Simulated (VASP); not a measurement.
# LuBeSi4 (P-3m1) in VASP: further runs, part 2 of 2

VASP 6.6.1.

### 4 Relaxation of cell and atoms, PBE

Contents of INCAR:

```
ALGO = Normal
EDIFF = 1E-6
EDIFFG = -0.04
ENCUT = 600
GGA = PE
IBRION = 2
ISIF = 3
ISMEAR = 0
LASPH = T
LCHARG = F
LREAL = F
LWAVE = F
NELM = 80
NSW = 90
PREC = Accurate
SIGMA = 0.1
```

Contents of KPOINTS:

```
k-points
0
Gamma
  6 6 2
```

Contents of POSCAR:

```
LuBeSi4
1.0
    3.0442046900      0.0000000000      0.0000000000
   -1.5221023500      2.6363586000      0.0000000000
    0.0000000000      0.0000000000     11.5148671400
Lu Be Si
1 1 4
Direct
    0.0000000000      0.0000000000      0.0000000000
    0.0000000000      0.0000000000      0.5000000000
    0.6666666700      0.3333333300      0.8719140300
    0.6666666700      0.3333333300      0.3771010000
    0.3333333300      0.6666666700      0.6228990000
    0.3333333300      0.6666666700      0.1280859700
```

Launch:

```sh
> cat potpaw_PBE.64/Lu/POTCAR potpaw_PBE.64/Be/POTCAR potpaw_PBE.64/Si/POTCAR > POTCAR
> mpirun -np 1 vasp_std > vasp.out
```

It took 24 min on 1 thread of AMD EPYC 7R13 (Zen 3), shared host; peak memory 0.24 GiB.

The run converged. Its results:

| Quantity | Value |
| --- | --- |
| Free energy | -28.4771 eV |
| Relaxed volume | 15.84 Å³/atom |
| Relaxed cell | a = 3.059 Å, b = 3.059 Å, c = 11.728 Å, α = 90.00°, β = 90.00°, γ = 120.00° |
| Space group after relaxing (to 0.05 Å) | P-3m1 (No. 164) |
| Energy gained by relaxing | 1273.9 meV/atom |
| Ionic steps | 21 |
| Pressure after relaxing | 0.1 GPa |
| Largest force after relaxing | 0.024 eV/Å |

Forces in eV/Å, atoms in the order of the input:
```
Lu   0.000  0.000  0.000
Be   0.000  0.000  0.000
Si   0.000  0.000 -0.006
Si   0.000  0.000 -0.024
Si   0.000  0.000  0.024
Si   0.000  0.000  0.006
```

Stress tensor (GPa, compression positive):
```
0.13 0.00 0.00
0.00 0.13 0.00
0.00 0.00 0.04
```

The path:
| step | energy change (eV) | largest force (eV/Å) | pressure (GPa) | volume (Å³) |
| --- | --- | --- | --- | --- |
| 1 | 0.0000 | 8.9062 | 32.52 | 92.41 |
| 2 | -4.1010 | 0.5517 | -11.39 | 140.76 |
| 3 | -4.8337 | 1.7322 | -6.41 | 123.11 |
| 4 | -4.8422 | 1.8964 | -5.33 | 121.55 |
| 5 | -4.8417 | 1.9734 | -4.92 | 120.87 |
| 6 | -5.4792 | 2.0382 | -3.86 | 113.30 |
| 7 | -6.7891 | 1.8347 | 4.89 | 92.49 |
| 8 | -6.7204 | 2.2186 | 13.98 | 84.21 |
| 9 | -6.8296 | 1.9822 | 8.21 | 88.89 |
| 10 | -7.1522 | 1.7325 | 7.76 | 88.45 |
| 11 | -7.3053 | 0.9258 | 8.67 | 87.85 |
| 12 | -7.3088 | 1.0926 | 8.41 | 87.94 |
| 13 | -7.4906 | 0.9105 | 3.60 | 91.80 |
| 14 | -7.5601 | 0.7013 | -1.69 | 97.26 |
| 15 | -7.5618 | 0.7277 | -1.06 | 96.50 |
| 16 | -7.5876 | 0.5579 | -0.82 | 96.27 |
| 17 | -7.6195 | 0.3794 | -0.01 | 95.56 |
| 18 | -7.6338 | 0.2741 | -0.02 | 95.37 |
| 19 | -7.6394 | 0.1531 | -0.01 | 95.14 |
| 20 | -7.6422 | 0.0753 | 0.06 | 95.10 |
| 21 | -7.6432 | 0.0241 | 0.10 | 95.06 |

Final structure:
```yaml
crystal:
  lattice:
    - [3.05930, 0.00000, 0.00000]
    - [-1.52965, 2.64944, 0.00000]
    - [0.00000, 0.00000, 11.72786]
  atoms:
    - { symbol: Lu, position: [0.00000, 0.00000, 0.00000] }
    - { symbol: Be, position: [0.00000, 0.00000, 0.50000] }
    - { symbol: Si, position: [0.66667, 0.33333, 0.79697] }
    - { symbol: Si, position: [0.66667, 0.33333, 0.36007] }
    - { symbol: Si, position: [0.33333, 0.66667, 0.63993] }
    - { symbol: Si, position: [0.33333, 0.66667, 0.20303] }
```

Levels at points of the mesh, in eV from the Fermi level:
| k point | band 19 | band 20 | band 21 | band 22 | band 23 | band 24 |
| --- | --- | --- | --- | --- | --- | --- |
| (0.00, 0.00, 0.00) | 2.57 | 2.77 | 2.77 | 4.49 | 4.49 | 4.66 |
| (0.50, 0.00, 0.00) | -3.11 | -1.73 | -1.26 | -0.15 | 0.58 | 0.60 |
| (0.00, 0.00, 0.50) | 2.39 | 2.77 | 2.77 | 4.53 | 4.53 | 4.58 |
| (0.50, 0.00, 0.50) | -3.50 | -2.30 | -1.26 | 0.53 | 0.65 | 1.07 |

Caveat: the k points lie up to 0.40 Å⁻¹ apart in the final cell; the bands computed are all filled at some k points, so no gap is given; spin-orbit coupling is left out, which moves the levels of the heavy elements.

### 5 Single point, PBE

This run uses another cell than the first one, of 16.06 Å³/atom, 1.043 times its volume.

Contents of INCAR:

```
PREC = Accurate
ENCUT = 520
EDIFF = 1E-6
ISMEAR = 0
SIGMA = 0.1
LREAL = F
LASPH = T
NELM = 100
ALGO = Normal
ISIF = 2
LWAVE = F
LCHARG = F
GGA = PE
NBANDS = 30
```

Contents of KPOINTS:

```
regular mesh
0
Gamma
  12 12 4
```

Contents of POSCAR:

```
LuBeSi4
1.0
    3.1148469856      0.0000000000      0.0000000000
   -1.5574234928      2.6975366184      0.0000000000
    0.0000000000      0.0000000000     11.4700067648
Lu Be Si
1 1 4
Direct
    0.0000000000      0.0000000000      0.0000000000
    0.0000000000      0.0000000000      0.5000000000
    0.6666666667      0.3333333333      0.7948479146
    0.6666666667      0.3333333333      0.3616501128
    0.3333333333      0.6666666667      0.6383498872
    0.3333333333      0.6666666667      0.2051520854
```

Launch:

```sh
> cat potpaw_PBE.64/Lu/POTCAR potpaw_PBE.64/Be/POTCAR potpaw_PBE.64/Si/POTCAR > POTCAR
> mpirun -np 1 vasp_std > vasp.out
```

Wall time 6.3 min (1 thread of AMD EPYC 7R13 (Zen 3), shared host); peak memory 0.32 GiB.

The run converged. Its results:

```yaml
Free_energy: -28.2888 eV
Pressure: 0.1 GPa
Largest_force: 0.020 eV/Å
```

Forces on the atoms (eV/Å):
```
Lu   0.000  0.000  0.000
Be   0.000  0.000  0.000
Si   0.000  0.000 -0.020
Si   0.000  0.000 -0.008
Si   0.000  0.000  0.008
Si   0.000  0.000  0.020
```

Levels at points of the mesh, in eV from the Fermi level:
| k point | band 18 | band 19 | band 20 | band 21 | band 22 | band 23 | band 24 | band 25 |
| --- | --- | --- | --- | --- | --- | --- | --- | --- |
| (0.00, 0.00, 0.00) | -1.81 | 2.72 | 2.72 | 3.45 | 4.20 | 4.20 | 4.39 | 4.39 |
| (0.50, 0.00, 0.00) | -3.90 | -2.71 | -1.46 | -0.93 | 0.33 | 0.45 | 0.89 | 0.94 |
| (0.00, 0.00, 0.50) | -0.75 | 2.73 | 2.73 | 3.27 | 4.21 | 4.21 | 4.32 | 4.32 |
| (0.50, 0.00, 0.50) | -3.71 | -3.19 | -1.92 | -0.93 | 0.37 | 1.00 | 1.16 | 1.51 |

Caveat: spin-orbit coupling is left out, which moves the levels of the heavy elements.

### 6 Summary

| task | cell | k mesh | cutoff (eV) | gap on the mesh (eV) | pressure (GPa) | largest force (eV/Å) |
| --- | --- | --- | --- | --- | --- | --- |
| single point | a = 3.044, b = 3.044, c = 11.515 Å, angles 90.0, 90.0, 120.0°, 6 atoms | 6 × 6 × 2 | 520 | none | 32.6 | 8.91 |
| single point | a = 3.056, b = 3.056, c = 11.721 Å, angles 90.0, 90.0, 120.0°, 6 atoms | 6 × 6 × 2 | 520 | none | 0.3 | 0.03 |
| relaxation of cell and atoms | relaxed from a = 3.044, b = 3.044, c = 11.515 Å, angles 90.0, 90.0, 120.0°, 6 atoms | 6 × 6 × 2 | 600 | - | 0.1 | 0.02 |
| single point | a = 3.115, b = 3.115, c = 11.470 Å, angles 90.0, 90.0, 120.0°, 6 atoms | 12 × 12 × 4 | 520 | none | 0.1 | 0.02 |

Alike in all rows: level PBE; potentials or basis VASP PAW PBE potentials, release 64 (Lu, Be, Si); no spin polarisation; smearing gaussian 0.1 eV.

Caveats: some runs use coarse meshes; spin-orbit coupling is left out, which moves the levels of the heavy elements; forces of over 1 eV/Å act on the atoms, so gaps and moduli don't describe the material at rest (some runs); the bands computed are all filled at some k points, so no gap is given (some runs).

Total energies depend on the potentials used, so only differences within one code and one set of settings carry meaning.
